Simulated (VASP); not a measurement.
# FePt (P4/mmm) in VASP: further runs, part 2 of 2

VASP 6.6.1.

### Step 4. Single point, revPBE, collinear spin, ferromagnetic start

Input file POSCAR:

```
FePt
1.0
    2.7235000000      0.0000000000      0.0000000000
    0.0000000000      2.7235000000      0.0000000000
    0.0000000000      0.0000000000      3.7200000000
Pt Fe
1 1
Direct
    0.5000000000      0.5000000000      0.5000000000
    0.0000000000      0.0000000000      0.0000000000
```

Input file INCAR.step1:

```
PREC = Accurate ; ENCUT = 520
EDIFF = 1E-6 ; ISMEAR = -1
SIGMA = 0.05 ; LREAL = False
LASPH = True ; NELM = 150
ALGO = Normal ; ISIF = 2
LWAVE = False ; LCHARG = True
ISPIN = 2 ; MAGMOM = 0 3
LMAXMIX = 4 ; GGA = RE
NBANDS = 20
```

Input file KPOINTS.step1:

```
regular mesh
0
Gamma
  6 6 4
```

Input file INCAR.step2:

```
PREC = Accurate ; ENCUT = 520
EDIFF = 1E-6 ; ISMEAR = -5
SIGMA = 0.05 ; LREAL = False
LASPH = True ; NELM = 150
ALGO = Normal ; ISIF = 2
LWAVE = False ; LCHARG = False
ISPIN = 2 ; MAGMOM = 0 3
LORBIT = 11 ; LMAXMIX = 4
GGA = RE ; NBANDS = 20
NEDOS = 2001 ; ICHARG = 11
```

Input file KPOINTS.step2:

```
regular mesh
0
Gamma
  9 9 6
```

Potentials or basis: VASP PAW PBE potentials, release 64 (Pt, Fe).

The run is started by

```console
cat potpaw_PBE.64/Pt/POTCAR potpaw_PBE.64/Fe/POTCAR > POTCAR
cp INCAR.step1 INCAR
cp KPOINTS.step1 KPOINTS
mpirun -np 1 vasp_std > vasp.out
cp INCAR.step2 INCAR
cp KPOINTS.step2 KPOINTS
mpirun -np 1 vasp_std > vasp.out
```

OUTCAR:

```text
PREC = Accurate
   ENCUT = 520
   EDIFF = 1E-6
   ISMEAR = -5
   LREAL = False
   LASPH = True
   NELM = 150
   ISIF = 2
   ISPIN = 2
   LORBIT = 11
   GGA = RE
   ICHARG = 11

 ion  position               nearest neighbor table
   1  0.500  0.500  0.500-   2 2.68   2 2.68   2 2.68   2 2.68   2 2.68   2 2.68   2 2.68   2 2.68

   2  0.000  0.000  0.000-   1 2.68   1 2.68   1 2.68   1 2.68   1 2.68   1 2.68   1 2.68   1 2.68

  LATTYP: Found a simple tetragonal cell.
 ALAT       =     2.7235000000
 C/A-ratio  =     1.3658894804

  Lattice vectors:

 A1 = (   2.7235000000,   0.0000000000,   0.0000000000)
 A2 = (   0.0000000000,   2.7235000000,   0.0000000000)
 A3 = (   0.0000000000,   0.0000000000,   3.7200000000)

Analysis of symmetry for initial positions (statically):
=====================================================================
 Subroutine PRICEL returns:
 Original cell was already a primitive cell.

 Routine SETGRP: Setting up the symmetry group for a
 simple tetragonal supercell.

 Subroutine GETGRP returns: Found 16 space group operations
 (whereof 16 operations were pure point group operations)
 out of a pool of 16 trial point group operations.

The static configuration has the point symmetry D_4h.

Analysis of symmetry for dynamics (positions and initial velocities):
=====================================================================
 Subroutine PRICEL returns:
 Original cell was already a primitive cell.

 Routine SETGRP: Setting up the symmetry group for a
 simple tetragonal supercell.

 Subroutine GETGRP returns: Found 16 space group operations
 (whereof 16 operations were pure point group operations)
 out of a pool of 16 trial point group operations.

The dynamic configuration has the point symmetry D_4h.

Analysis of structural, dynamic, and magnetic symmetry:
[... 153 lines left out ...]
  ---------------------------------------------------
  ext. energy  EPLUGINS =         0.00000000
  ---------------------------------------------------
  free energy    TOTEN  =       -13.92063602 eV

  energy without entropy =      -13.92063602  energy(sigma->0) =      -13.92063602

 E-fermi :   8.7606     XC(G=0): -13.0060

 val. band max:        8.8778755876   @ k =   0.3333   0.1111   0.5000
 cond. band min:       8.3262287450   @ k =   0.3333   0.0000   0.5000
 fundamental gap:     -0.5516468426
 Fermi energy:         8.7605684537

 spin component 1

 k-point     1 :       0.0000    0.0000    0.0000
  band No.  band energies     occupation
      1      -0.7962      1.00000
      2       2.4186      1.00000
      3       2.5959      1.00000
      4       5.3018      1.00000
      5       5.3018      1.00000
      6       5.8679      1.00000
[... 541 lines left out ...]
     19      28.9623      0.00000
     20      30.3673      0.00000

 [... further k-points ...]

 spin component 2

 k-point     1 :       0.0000    0.0000    0.0000
  band No.  band energies     occupation
      1      -0.6712      1.00000
      2       2.9849      1.00000
      3       3.0047      1.00000
      4       6.4217      1.00000
      5       6.4217      1.00000
      6       7.9628      1.00000
[... 541 lines left out ...]
     19      29.4893      0.00000
     20      30.4142      0.00000

 [... further k-points ...]

------------------------ aborting loop because EDIFF is reached ----------------------------------------

  FORCE on cell =-STRESS in cart. coord.  units (eV):
  Direction    XX          YY          ZZ          XY          YZ          ZX
  --------------------------------------------------------------------------------------
  -------------------------------------------------------------------------------------
  Total        1.3118418      1.3118418      1.6106472      0.0000000     -0.0000000      0.0000000
  in kB       76.1718238     76.1718238     93.5218946      0.0000000     -0.0000000      0.0000000
  external PRESSURE =      81.9551807 kB  Pullay stress =       0.0000000 kB

 VOLUME and BASIS-vectors are now :
 -----------------------------------------------------------------------------
  energy-cutoff  :      520.00
  volume of cell :       27.59
      direct lattice vectors                 reciprocal lattice vectors
     2.723500000  0.000000000  0.000000000     0.367174592  0.000000000  0.000000000
     0.000000000  2.723500000  0.000000000     0.000000000  0.367174592  0.000000000
     0.000000000  0.000000000  3.720000000     0.000000000  0.000000000  0.268817204

 POSITION                                       TOTAL-FORCE (eV/Angst)
 -----------------------------------------------------------------------------------
      1.36175      1.36175      1.86000         0.000000      0.000000      0.000000
      0.00000      0.00000      0.00000         0.000000      0.000000      0.000000
 -----------------------------------------------------------------------------------
    total drift:                                0.000000      0.000000      0.000000

  FREE ENERGIE OF THE ION-ELECTRON SYSTEM (eV)
  ---------------------------------------------------
  free  energy   TOTEN  =       -13.9206360235 eV

  energy  without entropy=      -13.9206360235  energy(sigma->0) =      -13.92063602

 total charge

# of ion       s       p       d       tot
------------------------------------------
    1        0.716   0.665   8.061   9.442
    2        0.408   0.450   6.122   6.980
--------------------------------------------------
tot          1.123   1.116  14.183  16.422

 magnetization (x)

# of ion       s       p       d       tot
------------------------------------------
    1       -0.027  -0.074   0.409   0.308
    2        0.004  -0.012   2.932   2.925
--------------------------------------------------
tot         -0.023  -0.086   3.341   3.232
```

OSZICAR.step1:

```text
N       E                     dE             d eps       ncg     rms          rms(c)
DAV:   1     0.945192451322E+02    0.94519E+02   -0.83534E+03  2536   0.989E+02
DAV:   2    -0.113755781523E+02   -0.10589E+03   -0.93483E+02  2464   0.217E+02
DAV:   3    -0.152092468356E+02   -0.38337E+01   -0.37192E+01  2852   0.472E+01
DAV:   4    -0.152531401645E+02   -0.43893E-01   -0.43863E-01  2712   0.429E+00
DAV:   5    -0.152542859755E+02   -0.11458E-02   -0.11457E-02  2836   0.786E-01    0.163E+01
DAV:   6    -0.161129224361E+02   -0.85864E+00   -0.93867E+00  2660   0.589E+01    0.221E+01
DAV:   7    -0.140846319718E+02    0.20283E+01   -0.79687E+00  3076   0.552E+01    0.860E+00
DAV:   8    -0.140293984201E+02    0.55234E-01   -0.30545E-01  2952   0.758E+00    0.386E+00
DAV:   9    -0.139636749694E+02    0.65723E-01   -0.73747E-02  3432   0.518E+00    0.175E+00
DAV:  10    -0.139561054319E+02    0.75695E-02   -0.21291E-02  3632   0.227E+00    0.555E-01
DAV:  11    -0.139558457731E+02    0.25966E-03   -0.15737E-03  3160   0.515E-01    0.249E-01
DAV:  12    -0.139557898375E+02    0.55936E-04   -0.12461E-04  3324   0.129E-01    0.946E-02
DAV:  13    -0.139558001390E+02   -0.10301E-04   -0.50005E-05  3168   0.133E-01    0.523E-02
DAV:  14    -0.139557943622E+02    0.57768E-05   -0.10656E-05  3360   0.644E-02    0.189E-02
DAV:  15    -0.139557966454E+02   -0.22832E-05   -0.28070E-06  2340   0.284E-02    0.477E-03
DAV:  16    -0.139557966925E+02   -0.47120E-07   -0.41044E-07  1368   0.573E-03
   1 F= -.13955797E+02 E0= -.13947226E+02  d E =-.171418E-01  mag=     3.2953
```

It took 38 s on 1 thread of Intel Xeon Platinum 8559C (Emerald Rapids), shared host; peak memory 0.18 GiB.

What came out:

```yaml
Net_moment: 3.30 μB per cell
Site_moments: Pt +0.31; Fe +2.92 μB
Valence_electrons_inside_the_program's_atomic_spheres: Pt 9.44; Fe 6.98
```

Caveat: the k points lie up to 0.42 Å⁻¹ apart; the PAW data sets were made with another functional, which shifts forces and pressure a little; spin-orbit coupling is left out, which moves the levels of the heavy elements; tetrahedron occupations give inexact forces and stress in metals.

### Step 5. Single point, LDA+U, collinear spin, ferromagnetic start

POSCAR is that of step 4.

Input file INCAR.step1:

```
GGA = CA
ISPIN = 2
MAGMOM = 0 3
LORBIT = 11
LDAU = True
LDAUTYPE = 2
LDAUL = 2 2
LDAUU = 5 5
LDAUJ = 0 0
ISMEAR = 1
SIGMA = 0.1
LWAVE = False
LCHARG = True
NBANDS = 31
PREC = Accurate
LASPH = True
LREAL = False
ALGO = Normal
EDIFF = 1E-6
NELM = 200
GGA_COMPAT = False
ENCUT = 310
LMAXMIX = 4
KPAR = 4
```

Input file KPOINTS.step1:

```
k-points
0
Gamma
  11 11 8
```

Input file INCAR.step2:

```
GGA = CA
ISPIN = 2
MAGMOM = 0 3
LORBIT = 11
LDAU = True
LDAUTYPE = 2
LDAUL = 2 2
LDAUU = 5 5
LDAUJ = 0 0
ISMEAR = -5
LWAVE = False
LCHARG = False
NBANDS = 31
PREC = Accurate
LASPH = True
LREAL = False
ALGO = Normal
EDIFF = 1E-6
NELM = 200
GGA_COMPAT = False
ENCUT = 310
LMAXMIX = 4
NEDOS = 2001
EMIN = -8.6603
EMAX = 16.3397
ICHARG = 11
KPAR = 4
```

Input file KPOINTS.step2:

```
Automatic mesh
0
Gamma
  13 13 10
  0 0 0
```

Potentials or basis: VASP PAW LDA potentials, release 64 (Pt, Fe).

The run is started by

```console
cat potpaw_LDA.64/Pt/POTCAR potpaw_LDA.64/Fe/POTCAR > POTCAR
cp INCAR.step1 INCAR
cp KPOINTS.step1 KPOINTS
mpirun -np 4 vasp_std > vasp.out
cp INCAR.step2 INCAR
cp KPOINTS.step2 KPOINTS
mpirun -np 4 vasp_std > vasp.out
```

Wall time 33 s (4 MPI ranks of Intel Xeon Platinum 8488C (Sapphire Rapids), shared host); peak memory 0.21 GiB.

It converged, with:

| Property | Result |
| --- | --- |
| Net moment | 3.67 μB per cell |
| Site moments | Pt +0.21; Fe +3.47 μB |
| Valence electrons inside the program's atomic spheres | Pt 9.88; Fe 6.93 |
| Density of states at the Fermi level | 0.50 states/eV/atom |

Levels at points of the mesh, in eV from the Fermi level:
Spin up:
```tsv
k point	band 9	band 10	band 11	band 12	band 13	band 14
(0.00, 0.00, 0.00)	-1.90	-1.90	-1.51	2.34	9.16	11.73
(0.00, 0.00, 0.50)	-3.39	-2.98	-2.98	-1.66	14.35	14.52
```
Spin down:
```tsv
k point	band 4	band 5	band 6	band 7	band 8	band 9	band 10	band 11
(0.00, 0.00, 0.00)	-2.82	-2.82	-2.54	-1.47	1.58	2.79	2.79	2.81
(0.00, 0.00, 0.50)	-3.28	-2.89	-2.66	-2.66	-1.39	1.45	1.84	1.84
```

Caveat: the cutoff is under 1.25 times the usual one of these potentials, so pressure, stress and relaxed cells hold a basis-set (Pulay) error; spin-orbit coupling is left out, which moves the levels of the heavy elements; the U is typed as a test and isn't derived for this compound; tetrahedron occupations give inexact forces and stress in metals. The state reached can hang on the start; a lower one may exist.

### Step 6. The runs side by side

| level | potentials or basis | U | k mesh | cutoff (eV) | smearing | dipole correction | k mesh for the DOS | occupations for the DOS | tolerance level | purpose | moment (μB) |
| --- | --- | --- | --- | --- | --- | --- | --- | --- | --- | --- | --- |
| PBE | VASP PAW PBE potentials, release 64 (Pt, Fe) | - | 6 × 6 × 4 | 520 | fermi-dirac 0.05 eV | no | 9 × 9 × 6 | tetrahedron | - | - | 3.28 |
| PBEsol | VASP PAW PBE potentials, release 64 (Pt, Fe) | - | 6 × 6 × 4 | 520 | fermi-dirac 0.05 eV | no | 9 × 9 × 6 | tetrahedron | - | - | 3.28 |
| revPBE | VASP PAW PBE potentials, release 64 (Pt, Fe) | - | 6 × 6 × 4 | 520 | fermi-dirac 0.05 eV | no | 9 × 9 × 6 | tetrahedron | - | - | 3.30 |
| LDA+U | VASP PAW LDA potentials, release 64 (Pt, Fe) | Fe d U = 5 eV, Pt d U = 5 eV | 13 × 13 × 10 | 310 | tetrahedron 0.1 eV | - | - | - | standard | density of states | 3.67 |

Alike in all rows: task single point; spin collinear, ferromagnetic start; cell as given.

Caveats: some runs use coarse meshes; spin-orbit coupling is left out, which moves the levels of the heavy elements; tetrahedron occupations give inexact forces and stress in metals; the PAW data sets were made with another functional, which shifts forces and pressure a little (at least some runs); the cutoff is under 1.25 times the usual one of these potentials, so pressure, stress and relaxed cells hold a basis-set (Pulay) error (at least some runs); the U is typed as a test and isn't derived for this compound (at least some runs).

Total energies depend on the potentials used, so only differences within one code and one set of settings carry meaning.
